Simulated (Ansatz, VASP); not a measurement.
SiNi: VASP beside Ansatz

```xyz
4
Lattice="2.9030 0.0000 0.0000 0.0000 3.2360 0.0000 0.0000 0.0000 4.6142" Properties=species:S:1:pos:R:3 pbc="T T T"
Ni    1.4515    1.6180    1.5804
Ni    0.0000    0.0000    3.0339
Si    1.4515    1.6180    3.8905
Si    0.0000    0.0000    0.7238
```

Alike in both runs: task single point; functional RPBE; k mesh 9 × 8 × 6; occupations fermi-dirac, width 0.05 eV; collinear spin.

|  | VASP | Ansatz |
| --- | --- | --- |
| version | VASP 6.6.1 | Ansatz 0.2.0 |
| potentials or method | VASP PAW PBE potentials, release 64 (Ni, Si) | Ansatz PAW |
| plane-wave cutoff (eV) | 520 | 420 |
| valence electrons in the cell | 28 | 44 |

|  | VASP | Ansatz | Ansatz less VASP |
| --- | --- | --- | --- |
| gap on the k mesh at the Fermi level (eV) | none | none | - |
| pressure (GPa) | 20.1 | 20.4 | +0.35 |
| traceless stress, the component that is largest in VASP (GPa) | 2.29 | 2.16 | -0.131 |
| rms of the force components (eV/Å) | 0.120 | 0.116 | -0.0035 |
| net moment per atom (μB) | 0.00 | 0.00 | 0.000 |

VASP's potentials were made for PBE, not for RPBE. Atom by atom the forces differ by 0.004 eV/Å (rms over components). A gap of «none» marks a metal or a gap that the smearing closes. VASP's potentials hold 28 valence electrons a cell and Ansatz's 44, so a difference there can come from the potentials and not from the codes.
